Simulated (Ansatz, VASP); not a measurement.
**InSe in VASP and in Ansatz**

File INCAR:

```
ALGO     = Normal         # electronic algorithm
EDIFF    = 1E-8           # SCF threshold, eV
ENCUT    = 520            # plane-wave cutoff, eV
GGA      = PE             # functional
ISIF     = 2              # what is computed and relaxed
ISMEAR   = -1             # smearing method
LASPH    = True           # aspherical terms in the spheres
LCHARG   = False          # write CHGCAR
LEFG     = True         
LREAL    = False          # projectors in reciprocal space
LWAVE    = False          # write WAVECAR
NBANDS   = 27             # bands
NELM     = 60             # most SCF steps
PREC     = Accurate       # precision mode
SIGMA    = 0.02           # smearing width, eV
```

File KPOINTS:

```
k-points
0
Gamma
  7 7 6
```

Contents of POSCAR:

```
InSe
1.0
    5.9067640918     -2.0686096682      0.0000000000
    5.9067640918      2.0686096682      0.0000000000
   -1.6100081618      0.0000000000      4.3522907270
In Se
2 2
Direct
    0.8840000000      0.8840000000      0.0050000000
    0.1160000000      0.1160000000      0.9950000000
    0.6600000000      0.6600000000      0.6420000000
    0.3400000000      0.3400000000      0.3580000000
```

Input for Ansatz:

```yaml
crystal:
  lattice:
    - [5.9067640918, -2.0686096682, 0.0]
    - [5.9067640918, 2.0686096682, 0.0]
    - [-1.6100081618, 0.0, 4.352290727]
  atoms:
    - { symbol: In, position: [0.884, 0.884, 0.005] }
    - { symbol: In, position: [0.116, 0.116, 0.995] }
    - { symbol: Se, position: [0.66, 0.66, 0.642] }
    - { symbol: Se, position: [0.34, 0.34, 0.358] }
kpoints:
  mp_grid: { grid: [7, 7, 6] }
scf:
  occupations: { method: fermi_dirac, width: 0.02 }
hamiltonian:
  xc: pbe
  pseudopotentials: { kind: all_electron, datasets: crystal }
output:
  forces: true
  stress: true
  eigenvalues: true
  efg: { contact_densities: true }
```

Change from the starting cell: volume scaled by 1.02, crystal datasets.

Alike in both runs: task electric field gradients; functional PBE; k mesh 7 × 7 × 6; occupations fermi-dirac, width 0.02 eV; no spin polarisation.

|  | VASP | Ansatz |
| --- | --- | --- |
| version | VASP 6.6.1 | Ansatz 0.2.0 |
| potentials or method | VASP PAW PBE potentials, release 64 (In_d, Se), cutoff 520 eV | all-electron PAW with datasets made for the crystal, scalar-relativistic |

Ansatz gave:

| Quantity | Value |
| --- | --- |
| gap on the k mesh at the Fermi level (eV) | 0.90 |
| pressure (GPa) | 1.7 |
| traceless stress, the component that is largest in VASP (GPa) | 2.07 |
| rms of the force components (eV/Å) | 0.363 |
| size of Vzz on the site where it differs most (V/Å²) | 80.0 |

Estimate VASP's values.

gap on the k mesh at the Fermi level (eV): 0.90; pressure (GPa): 1.8; traceless stress, the component that is largest in VASP (GPa): 2.08; rms of the force components (eV/Å): 0.363; size of Vzz on the site where it differs most (V/Å²): 76.3.

Atom by atom the forces differ by 0.006 eV/Å (rms over components). Ansatz ran all-electron here, and VASP with PAW potentials.
